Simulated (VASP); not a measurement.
Crystal: AlN.

```xyz
4
Lattice="3.1336 0.0000 0.0000 -1.5668 2.7138 0.0000 0.0000 0.0000 5.0140" Properties=species:S:1:pos:R:3 pbc="T T T"
Al    1.5668    0.9046    2.5070
Al    0.0000    1.8092    0.0000
N     1.5668    0.9046    4.4123
N     0.0000    1.8092    1.9053
```

Base run:

- Program: VASP 6.6.1
- Functional: BLYP
- Potentials or basis: VASP PAW PBE potentials, release 64 (Al, N)
- Cutoff: 520 eV
- k mesh: 10 × 10 × 6
- Occupations: fermi-dirac, width 0.05 eV
- Spin: no spin polarisation

Its results: band gap on the k mesh 4.33 eV, direct; pressure 3.0 GPa; largest force 0.100 eV/Å.

Q: After a change of settings the same cell gave: band gap on the k mesh 3.98 eV, direct; pressure -3.7 GPa; largest force 0.117 eV/Å. Which change was it?
A. functional from BLYP to PBE exchange alone; further incar settings from ALGO = Normal; EDIFF = 1e-06; NBANDS = 16 to ALGO = Normal; EDIFF = 1e-07; NBANDS = 16
B. functional from BLYP to PBE; dispersion from none to D4
C. functional from BLYP to SVWN5; further incar settings from ALGO = Normal; EDIFF = 1e-06; NBANDS = 16 to ALGO = Normal; EDIFF = 1e-07; NBANDS = 16
D. functional from BLYP to PBEsol

A: D.

PBEsol binds more tightly than BLYP, so the same cell stands under less pressure.

Caveats: the PAW data sets were made with another functional, which shifts forces and pressure a little.
